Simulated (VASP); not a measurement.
Pd, 2 atoms in the cell. It takes space group Fd-3m (No. 227, cubic). The conventional cell has a = 5.416 Å, b = 5.416 Å, c = 5.416 Å, α = 90.00°, β = 90.00°, γ = 90.00°. Pd (site symmetry -43m) has 4 Pd at 2.35 Å within 3.1 Å. This isn't the form of Pd at room conditions, which is fcc.

| Property | Result |
| --- | --- |
| Program | VASP 6.6.1 |
| Task | relaxation of cell and atoms |
| Functional | r2SCAN |
| Potentials or basis | VASP PAW PBE potentials, release 64 (Pd) |
| Cutoff | 600 eV |
| k mesh | 10 × 10 × 10 |
| Occupations | fermi-dirac, width 0.1 eV |
| Spin | no spin polarisation |
| Dipole correction | no |
| Further INCAR settings | ALGO = Normal; EDIFF = 1e-06; IBRION = 2; EDIFFG = -0.01; NSW = 80; ISIF = 3 |

Potentials or basis: VASP PAW PBE potentials, release 64 (Pd).

Launch:

```sh
$ cat potpaw_PBE.64/Pd/POTCAR > POTCAR
$ cp INCAR.step1 INCAR
$ mpirun -np 1 vasp_std > vasp.out
$ cp INCAR.step2 INCAR
$ mpirun -np 1 vasp_std > vasp.out
```

Hardware: 1 thread of Intel Xeon 8259CL, on a shared host.

Q: Estimate the wall time of this run.

A: Run time: 6.7 min on 1 thread of Intel Xeon 8259CL (shared host), peak memory 0.21 GiB. Counts: k points 47, ion steps 4.
